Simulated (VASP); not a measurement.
**PbO2: relaxation of the atoms with PBE**

Crystal: PbO2.

```
CELL_PARAMETERS angstrom
4.95780 0.00000 0.00000
0.00000 4.95780 0.00000
0.00000 0.00000 3.38780
ATOMIC_POSITIONS crystal
Pb 0.00000 0.00000 0.00000
Pb 0.50000 0.50000 0.50000
O 0.30670 0.30670 0.00000
O 0.19330 0.80670 0.50000
O 0.69330 0.69330 0.00000
O 0.80670 0.19330 0.50000
```

```json
{"Program": "VASP 6.6.1", "Task": "relaxation of the atoms", "Functional": "PBE", "Potentials or basis": "VASP PAW PBE potentials, release 64 (Pb_d, O)", "Cutoff": "520 eV", "k mesh": "5 × 5 × 7", "Occupations": "fermi-dirac, width 0.02 eV", "Spin": "no spin polarisation", "Dipole correction": "no", "Further INCAR settings": "ALGO = Normal; EDIFF = 1e-06; IBRION = 2; EDIFFG = -0.02; NSW = 80"}
```

| Quantity | Value |
| --- | --- |
| Pressure after relaxing | 9.2 GPa |
| Largest force after relaxing | 0.011 eV/Å |
| Band gap on the k mesh | 0.13 eV (least direct gap 0.42 eV) |

Forces in eV/Å, atoms in the order of the input:
```
Pb   0.000  0.000  0.000
Pb   0.000  0.000  0.000
O   -0.007 -0.007  0.000
O    0.007 -0.007  0.000
O    0.007  0.007  0.000
O   -0.007  0.007  0.000
```

Stress tensor (GPa, compression positive):
```
 8.49  0.00  0.00
 0.00  8.49  0.00
 0.00  0.00 10.53
```

Final structure:
```yaml
crystal:
  lattice:
    - [4.95780, 0.00000, 0.00000]
    - [0.00000, 4.95780, 0.00000]
    - [0.00000, 0.00000, 3.38780]
  atoms:
    - { symbol: Pb, position: [0.00000, 0.00000, 0.00000] }
    - { symbol: Pb, position: [0.50000, 0.50000, 0.50000] }
    - { symbol: O, position: [0.30670, 0.30670, 0.00000] }
    - { symbol: O, position: [0.19330, 0.80670, 0.50000] }
    - { symbol: O, position: [0.69330, 0.69330, 0.00000] }
    - { symbol: O, position: [0.80670, 0.19330, 0.50000] }
```

Levels at points of the mesh, in eV from the valence-band top:
| k point | band 23 | band 24 | band 25 | band 26 | band 27 | band 28 | band 29 | band 30 |
| --- | --- | --- | --- | --- | --- | --- | --- | --- |
| (0.00, 0.00, 0.00) | -0.56 | -0.53 | -0.53 | -0.53 | 0.13 | 4.50 | 6.03 | 6.03 |

Run time: 79 s on 1 thread of Intel Xeon 8259CL (shared host), peak memory 0.22 GiB.

Caveat: the relaxation stopped at its first step, so nothing moved; spin-orbit coupling is left out, which moves the levels of the heavy elements. A k mesh can miss the band edges.
